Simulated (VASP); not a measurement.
# WC (P1) in VASP: single point with r2SCAN

Aim: the single point of WC with r2SCAN.

Program: VASP 6.6.1. These are calculated values, not measurements. Logs are shortened: lines on timing, memory, paths and dates and some standing lists are left out, and cuts for length are marked.

**1. The cell of the first run**

The typed cell holds 16 atoms: a = 5.991 Å, b = 5.189 Å, c = 5.845 Å, α = 90.00°, β = 90.00°, γ = 90.00°.

**2. Single point, r2SCAN**

Input file POSCAR:

```
WC
1.0
   -2.9956770000     -5.1886650000      0.0000000000
    4.4935150000     -2.5943320000      0.0000000000
    0.0000000000      0.0000000000      5.8447700000
W C
8 8
Direct
    0.7707872417      0.4664565740      0.0232515565
    0.7643470445      0.4626081945      0.5399014846
    0.5042910754     -0.0427075072      0.0287436460
    0.5119518565     -0.0450777617      0.5593547736
    0.2602337499      0.4678022126      0.0382050962
    0.2547654330      0.4723017388      0.5389946910
    0.0028890793     -0.0255134904      0.0245347550
    0.0019301456     -0.0404400358      0.5352477514
    0.5016537227      0.6245873262      0.2758363460
    0.4969208552      0.6418392676      0.7858820792
    0.2444884671      0.1239360451      0.2723631554
    0.2460073539      0.1267957428      0.7833841195
    0.0199366586      0.6388370329      0.2748953338
    0.0158344031      0.6278458528      0.7632293486
    0.7691355552      0.1206141946      0.3073345914
    0.7596471633      0.1105276238      0.7878667595
```

Input file INCAR.step1:

```
PREC = Accurate
ENCUT = 520
ISMEAR = -1
SIGMA = 0.24
LREAL = Auto
LASPH = T
NELM = 80
NBANDS = 86
GGA = PE
ALGO = Normal
EDIFF = 1E-4
LWAVE = T
LCHARG = F
```

Input file INCAR.step2:

```
PREC = Accurate
ENCUT = 520
EDIFF = 1E-6
ISMEAR = -1
SIGMA = 0.24
LREAL = Auto
LASPH = T
NELM = 80
ALGO = Normal
ISIF = 2
LWAVE = F
LCHARG = F
METAGGA = R2SCAN
LMIXTAU = T
NBANDS = 86
ISTART = 1
```

Input file KPOINTS:

```
regular mesh
0
Gamma
  2 2 2
```

Potentials or basis: VASP PAW PBE potentials, release 64 (W_sv, C).

Run with:

```
> cat potpaw_PBE.64/W_sv/POTCAR potpaw_PBE.64/C/POTCAR > POTCAR
> cp INCAR.step1 INCAR
> mpirun -np 1 vasp_std > vasp.out
> cp INCAR.step2 INCAR
> mpirun -np 1 vasp_std > vasp.out
```

OUTCAR:

```text
PREC = Accurate
   ENCUT = 520
   EDIFF = 1E-6
   ISMEAR = -1
   LREAL = Auto
   LASPH = T
   NELM = 80
   ISIF = 2
   METAGGA = R2SCAN
   ISTART = 1

 ion  position               nearest neighbor table
   1  0.771  0.466  0.023-  14 2.27  13 2.28  16 2.30  10 2.33   9 2.34  15 2.44   2 2.83   7 2.91
                             5 2.93   7 2.98   3 3.01   2 3.02   5 3.06   3 3.09
   2  0.764  0.463  0.540-  14 2.17  15 2.24  16 2.33  10 2.34   9 2.36  13 2.36   1 2.83   6 2.94
                             8 2.95   4 2.97   8 2.97   1 3.02   4 3.04   6 3.05
   3  0.504  0.957  0.029-  10 2.17  16 2.23   9 2.25  11 2.28  12 2.29  15 2.43   4 2.74   5 2.93
                             7 2.99   7 3.01   1 3.01   5 3.03   1 3.09   4 3.10
   4  0.512  0.955  0.559-  10 2.10  16 2.15  12 2.25  15 2.30   9 2.38  11 2.48   3 2.74   8 2.94
                             6 2.94   2 2.97   2 3.04   8 3.06   6 3.10   3 3.10
   5  0.260  0.468  0.038-   9 2.16  13 2.18  10 2.24  11 2.25  12 2.31  14 2.33   6 2.92   6 2.93
                             3 2.93   1 2.93   7 2.99   3 3.03   7 3.05   1 3.06
   6  0.255  0.472  0.539-  14 2.10  10 2.23  13 2.26   9 2.28  12 2.29  11 2.39   5 2.92   5 2.93
                             2 2.94   4 2.94   8 2.95   2 3.05   8 3.06   4 3.10
   7  0.003  0.974  0.025-  16 2.13  12 2.18  11 2.19  13 2.28  15 2.30  14 2.36   8 2.86   1 2.91
                             1 2.98   8 2.99   3 2.99   5 2.99   3 3.01   5 3.05
   8  0.002  0.960  0.535-  15 2.10  14 2.18  16 2.21  12 2.23  13 2.26  11 2.28   7 2.86   4 2.94
                             2 2.95   6 2.95   2 2.97   7 2.99   4 3.06   6 3.06
   9  0.502  0.625  0.276-   5 2.16   3 2.25   6 2.28   1 2.34   2 2.36   4 2.38
  10  0.497  0.642  0.786-   4 2.10   3 2.17   6 2.23   5 2.24   1 2.33   2 2.34
  11  0.244  0.124  0.272-   7 2.19   5 2.25   3 2.28   8 2.28   6 2.39   4 2.48
  12  0.246  0.127  0.783-   7 2.18   8 2.23   4 2.25   3 2.29   6 2.29   5 2.31
  13  0.020  0.639  0.275-   5 2.18   8 2.26   6 2.26   7 2.28   1 2.28   2 2.36
  14  0.016  0.628  0.763-   6 2.10   2 2.17   8 2.18   1 2.27   5 2.33   7 2.36
  15  0.769  0.121  0.307-   8 2.10   2 2.24   7 2.30   4 2.30   3 2.43   1 2.44
  16  0.760  0.111  0.788-   7 2.13   4 2.15   8 2.21   3 2.23   1 2.30   2 2.33

  LATTYP: Found a simple orthorhombic cell.
 ALAT       =     5.1886641423
 B/A-ratio  =     1.1264498606
 C/A-ratio  =     1.1547007163

  Lattice vectors:

 A1 = (   4.4935150000,  -2.5943320000,   0.0000000000)
 A2 = (   0.0000000000,   0.0000000000,   5.8447700000)
 A3 = (  -2.9956770000,  -5.1886650000,   0.0000000000)

Analysis of symmetry for initial positions (statically):
=====================================================================
 Subroutine PRICEL returns:
 Original cell was already a primitive cell.

 Routine SETGRP: Setting up the symmetry group for a
 simple orthorhombic supercell.

 Subroutine GETGRP returns: Found  1 space group operations
 (whereof  1 operations were pure point group operations)
 out of a pool of  8 trial point group operations.

The static configuration has the point symmetry C_1 .

Analysis of symmetry for dynamics (positions and initial velocities):
=====================================================================
 Subroutine PRICEL returns:
 Original cell was already a primitive cell.

 Routine SETGRP: Setting up the symmetry group for a
 simple orthorhombic supercell.

 Subroutine GETGRP returns: Found  1 space group operations
 (whereof  1 operations were pure point group operations)
 out of a pool of  8 trial point group operations.

The dynamic configuration has the point symmetry C_1 .

 Subroutine INISYM returns: Found  1 space group operations
 (whereof  1 operations are pure point group operations),
 and found     1 'primitive' translations

----------------------------------------------------------------------------------------

                                     Primitive cell

  volume of cell :     181.6971

  direct lattice vectors                    reciprocal lattice vectors
    -2.995677000 -5.188665000  0.000000000    -0.083453585 -0.144545854  0.000000000
     4.493515000 -2.594332000  0.000000000     0.166907202 -0.096363914  0.000000000
     0.000000000  0.000000000  5.844770000     0.000000000  0.000000000  0.171093131

  length of vectors
     5.991354202  5.188664142  5.844770000     0.166907174  0.192727834  0.171093131

  position of ions in fractional coordinates (direct lattice)
     0.770787242  0.466456574  0.023251556
     0.764347044  0.462608194  0.539901485
     0.504291075  0.957292493  0.028743646
     0.511951856  0.954922238  0.559354774
     0.260233750  0.467802213  0.038205096
     0.254765433  0.472301739  0.538994691
[... 8 lines left out ...]
     0.769135555  0.120614195  0.307334591
     0.759647163  0.110527624  0.787866759

  ion indices of the primitive-cell ions
   primitive index   ion index
                 1           1
                 2           2
                 3           3
                 4           4
                 5           5
                 6           6
[... 8 lines left out ...]
                15          15
                16          16

----------------------------------------------------------------------------------------

 KPOINTS: regular mesh

Automatic generation of k-mesh.
 Grid dimensions read from file:
 generate k-points for:    2    2    2

 Generating k-lattice:

  Cartesian coordinates                     Fractional coordinates (reciprocal lattice)
    -0.041726792 -0.072272927  0.000000000     0.500000000  0.000000000  0.000000000
     0.083453601 -0.048181957  0.000000000     0.000000000  0.500000000  0.000000000
     0.000000000  0.000000000  0.085546566     0.000000000  0.000000000  0.500000000

  Length of vectors
     0.083453587  0.096363917  0.085546566

  Shift w.r.t. Gamma in fractional coordinates (k-lattice)
     0.000000000  0.000000000  0.000000000

 Subroutine IBZKPT returns following result:
 ===========================================

 Found      8 irreducible k-points:

 Following reciprocal coordinates:
            Coordinates               Weight
  0.000000  0.000000  0.000000      1.000000
  0.500000  0.000000  0.000000      1.000000
  0.000000  0.500000  0.000000      1.000000
  0.500000  0.500000  0.000000      1.000000
  0.000000  0.000000  0.500000      1.000000
  0.500000  0.000000  0.500000      1.000000
  0.000000  0.500000  0.500000      1.000000
  0.500000  0.500000  0.500000      1.000000
   k-points           NKPTS =      8   k-points in BZ     NKDIM =      8   number of bands    NBANDS=     86
   number of dos      NEDOS =    301   number of ions     NIONS =     16
   total plane-waves  NPLWV =  92160
   dimension x,y,z NGX =    48 NGY =   40 NGZ =   48
   dimension x,y,z NGXF=    96 NGYF=   80 NGZF=   96
   ions per type =               8   8
   NGX,Y,Z   is equivalent  to a cutoff of  13.32, 12.82, 13.65 a.u.
   NGXF,Y,Z  is equivalent  to a cutoff of  26.64, 25.63, 27.31 a.u.
 SYSTEM =  unknown system
   PREC   = accura    normal or accurate (medium, high low for compatibility)
   ISTART =      1    job   : 0-new  1-cont  2-samecut
   ICHARG =      0    charge: 1-file 2-atom 10-const
   ISPIN  =      1    spin polarized calculation?
   LNONCOLLINEAR =      F non collinear calculations
   LSORBIT =      F    spin-orbit coupling
   LASPH  =      T    aspherical Exc in radial PAW
   ENCUT  =  520.0 eV  38.22 Ry    6.18 a.u.  11.14  9.65 10.87*2*pi/ulx,y,z
   NELM   =     80;   NELMIN=  2; NELMDL=  0     # of ELM steps
   EDIFF  = 0.1E-05   stopping-criterion for ELM
   LREAL  =      T    real-space projection
   EDIFFG = 0.1E-04   stopping-criterion for IOM
   NSW    =      0    number of steps for IOM
   IBRION =     -1    ionic relax: 0-MD 1-quasi-New 2-CG
   NFREE  =      0    steps in history (QN), initial steepest desc. (CG)
   ISIF   =      2    stress and relaxation
   ISYM   =      2    0-nonsym 1-usesym 2-fastsym
   POTIM  = 0.5000    time-step for ionic-motion
   TEBEG  =    0.0;   TEEND  =   0.0 temperature during run
   PSTRESS=    0.0 pullay stress
   NELECT =     144.0000    total number of electrons
   NUPDOWN=      -1.0000    fix difference up-down
   EMIN   =  10.00;   EMAX   =-10.00  energy-range for DOS
   EFERMI =   0.00;   METHOD = LEGACY
   ISMEAR =    -1;   SIGMA  =   0.24  broadening in eV -4-tet -1-fermi 0-gaus
   EFERMI_NEDOS =   21; number of points for ismear=-14 and -15
   IALGO  =     38    algorithm
   IMIX   =      4    mixing-type and parameters
     AMIX     =   0.40;   BMIX     =  1.00
     AMIX_MAG =   1.60;   BMIX_MAG =  1.00
  volume/ion in A,a.u.               =      11.36        76.63
  Fermi-wavevector in a.u.,A,eV,Ry     =   1.515001  2.862937 31.228485  2.295229
  Thomas-Fermi vector in A             =   2.624584
   LORBIT       =      0    0 simple, 1 ext, 2 COOP (PROOUT), +10 PAW based schemes
   METAGGA = R2SCAN    functional components
   LHFCALC =     F    Hartree Fock is set to
   AEXX    =    0.0000 exact exchange contribution
   IVDW    =     0    specifies the selected vdW correction
   LEPSILON=     F    determine dielectric tensor
   LRPA    =     F    only Hartree local field effects (RPA)
 non-spin polarized calculation
  energy-cutoff  :      520.00
  volume of cell :      181.70
 maximum number of plane-waves:      4928
 NGX is ok and might be reduce to    48
   NGX = 23   NGY = 19   NGZ = 21

 number of electron     143.9999997 magnetization

 Free energy of the ion-electron system (eV)
  ---------------------------------------------------
  ext. energy  EPLUGINS =         0.00000000
  ---------------------------------------------------
  free energy    TOTEN  =      -489.89872103 eV

  energy without entropy =     -489.15302803  energy(sigma->0) =     -489.52587453

 E-fermi :  10.1527     XC(G=0): -14.3804

 val. band max:       10.1356334460   @ k =   0.0000   0.0000   0.5000
 cond. band min:      10.1547904091   @ k =   0.0000   0.0000   0.5000
 fundamental gap:      0.0191569631
 Fermi energy:        10.1527175525

 k-point     1 :       0.0000    0.0000    0.0000
  band No.  band energies     occupation
      1     -66.4190      2.00000
      2     -66.3858      2.00000
      3     -66.3597      2.00000
      4     -66.3434      2.00000
      5     -66.3169      2.00000
      6     -66.3024      2.00000
[... 76 lines left out ...]
     83      13.7317      0.00000
     84      13.7953      0.00000

 k-point     2 :       0.5000    0.0000    0.0000
  band No.  band energies     occupation
      1     -66.4157      2.00000
      2     -66.3847      2.00000
      3     -66.3618      2.00000
      4     -66.3416      2.00000
      5     -66.3178      2.00000
      6     -66.3038      2.00000
[... 511 lines left out ...]
     83      13.3020      0.00000
     84      13.3946      0.00000

 k-point     8 :       0.5000    0.5000    0.5000
  band No.  band energies     occupation
      1     -66.4111      2.00000
      2     -66.3753      2.00000
      3     -66.3544      2.00000
      4     -66.3450      2.00000
      5     -66.3269      2.00000
      6     -66.3031      2.00000
[... 76 lines left out ...]
     83      13.4025      0.00000
     84      13.5797      0.00000
 [bands above 84 left out]

------------------------ aborting loop because EDIFF is reached ----------------------------------------

  FORCE on cell =-STRESS in cart. coord.  units (eV):
  Direction    XX          YY          ZZ          XY          YZ          ZX
  --------------------------------------------------------------------------------------
  -------------------------------------------------------------------------------------
  Total      -23.1872954    -24.2932838    -29.6698743     -0.6157368     -0.8367820     -1.2072467
  in kB     -204.4620434   -214.2144802   -261.6244375     -5.4294733     -7.3786164    -10.6453173
  external PRESSURE =    -226.7669870 kB  Pullay stress =       0.0000000 kB

 VOLUME and BASIS-vectors are now :
 -----------------------------------------------------------------------------
  energy-cutoff  :      520.00
  volume of cell :      181.70
      direct lattice vectors                 reciprocal lattice vectors
    -2.995677000 -5.188665000  0.000000000    -0.083453585 -0.144545854  0.000000000
     4.493515000 -2.594332000  0.000000000     0.166907202 -0.096363914  0.000000000
     0.000000000  0.000000000  5.844770000     0.000000000  0.000000000  0.171093131

 POSITION                                       TOTAL-FORCE (eV/Angst)
 -----------------------------------------------------------------------------------
     -0.21300     -5.20950      0.13590         0.479942      1.185411      1.719030
     -0.21100     -5.16610      3.15560         0.179431      0.956810     -1.311535
      2.79091     -5.10013      0.16800         0.579482     -0.513931      2.463934
      2.75732     -5.13373      3.26930         1.467738      0.211387     -4.001413
      1.32250     -2.56390      0.22330        -0.418133      0.498225     -0.363136
      1.35910     -2.54720      3.15030        -1.577495     -0.177306     -1.236006
[... 8 lines left out ...]
     -1.76210     -4.30370      1.79630         1.195096      0.689087     -1.544540
     -1.77900     -4.22830      4.60490         1.450992     -0.475873     -0.131303
 -----------------------------------------------------------------------------------
    total drift:                                0.001521     -0.006961      0.016747

  FREE ENERGIE OF THE ION-ELECTRON SYSTEM (eV)
  ---------------------------------------------------
  free  energy   TOTEN  =      -489.8987210301 eV

  energy  without entropy=     -489.1530280275  energy(sigma->0) =     -489.52587453
```

Run time: 4.2 min. Hardware: 1 thread of Intel Xeon Platinum 8481C at 2.70GHz (Sapphire Rapids), shared host; peak memory 0.34 GiB.

Results:

* Free energy: -489.8987 eV
* Pressure: -22.7 GPa
* Largest force: 4.267 eV/Å
* Band gap on the k mesh: zero (band 72 reaches 10.35 eV, above the bottom of band 73 at 9.94 eV)

Forces in eV/Å, atoms in the order of the input:
```
W    0.480  1.185  1.719
W    0.179  0.957 -1.312
W    0.579 -0.514  2.464
W    1.468  0.211 -4.001
W   -0.418  0.498 -0.363
W   -1.577 -0.177 -1.236
W   -1.530  0.236  1.951
W   -0.336 -1.296 -0.627
C   -0.123 -0.979  0.544
C   -1.707  0.062  0.152
C   -0.080 -1.157  0.560
C   -0.069 -0.929 -0.110
C   -0.047  1.099  0.271
C    0.535  0.591  1.663
C    1.195  0.689 -1.545
C    1.451 -0.476 -0.131
```

Stress tensor (GPa, compression positive):
```
-20.45  -0.54  -1.06
 -0.54 -21.42  -0.74
 -1.06  -0.74 -26.16
```

Caveat: the k points lie up to 0.61 Å⁻¹ apart; the PAW data sets were made with another functional, which shifts forces and pressure a little; spin-orbit coupling is left out, which moves the levels of the heavy elements.
